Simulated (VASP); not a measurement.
Here is a VASP 6.6.1 calculation.

File INCAR:

```
SYSTEM = Cu
  ALGO = Normal
  EDIFF = 1E-6
  ENCUT = 520
  GGA = PS
  ISIF = 2
  ISMEAR = 0
  LASPH = .True.
  LCHARG = .False.
  LREAL = .False.
  LWAVE = .False.
  NBANDS = 12
  NELM = 60
  PREC = Accurate
  SIGMA = 0.1
```

Contents of KPOINTS:

```
k-points
0
Gamma
  20 20 20
  0 0 0
```

File POSCAR:

```
Cu
1.0
   -1.4427933200      1.4427933200      1.3760814500
    1.4427933200     -1.4427933200      1.3760814500
    1.4427933200      1.4427933200     -1.3760814500
Cu
1
Direct
    0.0000000000      0.0000000000      0.0000000000
```

Potentials or basis: VASP PAW PBE potentials, release 64 (Cu).

Command:

```bash
$ cat potpaw_PBE.64/Cu/POTCAR > POTCAR
$ mpirun -np 1 vasp_std > vasp.out
```

**Question.** Estimate the pressure.

**Answer.** -0.7 GPa.

Stress tensor (GPa, compression positive):
```
-0.49  0.00  0.00
 0.00 -0.49  0.00
 0.00  0.00 -1.05
```

Caveat: the PAW data sets were made with another functional, which shifts forces and pressure a little.
